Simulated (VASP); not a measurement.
A run of VASP 6.6.1:

The input INCAR:

```
SYSTEM = Ca9Mg2Si5
PREC = Accurate
ENCUT = 520
EDIFF = 1E-6
ISMEAR = 0
SIGMA = 0.1
LREAL = Auto
LASPH = .True.
NELM = 80
ALGO = Normal
ISIF = 2
LWAVE = .False.
LCHARG = .False.
GGA = PE
ISYM = 0
NBANDS = 71
```

File KPOINTS:

```
Automatic mesh
0
Gamma
  2 2 2
  0.5 0.5 0.5
```

Contents of POSCAR:

```
Ca9Mg2Si5
1.0
    7.3717244644     -0.2206751124     -0.1428300561
   -0.2206751124      6.9071473913     -0.0648704432
   -0.1428300561     -0.0648704432      8.6876094476
Mg Si Ca
2 5 9
Direct
   -0.0743592324     -0.0188354734      0.0342074147
    0.7535707375      0.7375376613      0.3306265248
    0.5181859564      0.0219517155      0.9902311490
    0.2837143525      0.1881656493      0.1317887782
    0.4917587983     -0.0635772334      0.4973773882
   -0.0289998182      0.4604852144      0.5081537979
    0.3873470052      0.8626383553      0.2229901711
    0.0591663779      0.5306903959      1.1464069415
    0.1088372516      0.0392356101      0.4168899871
    0.5362326428      0.5364065672      1.0296683185
    0.6867111380      0.2056104384      0.2946926644
    0.1927968859      0.2685058720      0.7934459178
    0.3699240461      0.5106448361      0.4433596748
    0.7043145134      0.2196631658      0.7172722340
    0.2512061100      0.7795219982      0.7621790195
    0.7630783682      0.7297905955      0.7044392293
```

Potentials or basis: VASP PAW PBE potentials, release 64 (Mg, Si, Ca_sv).

Command:

```bash
$ cat potpaw_PBE.64/Mg/POTCAR potpaw_PBE.64/Si/POTCAR potpaw_PBE.64/Ca_sv/POTCAR > POTCAR
$ mpirun -np 1 vasp_std > vasp.out
```

Hardware: 1 thread of Intel(R) Xeon(R) 6975P-C (Granite Rapids) (shared host).

How long does it take, and how much memory?

It took 2.2 min on 1 thread of Intel(R) Xeon(R) 6975P-C (Granite Rapids), on a shared host, peak memory 0.5 GiB. Counts: scf iterations 14, k points 4.
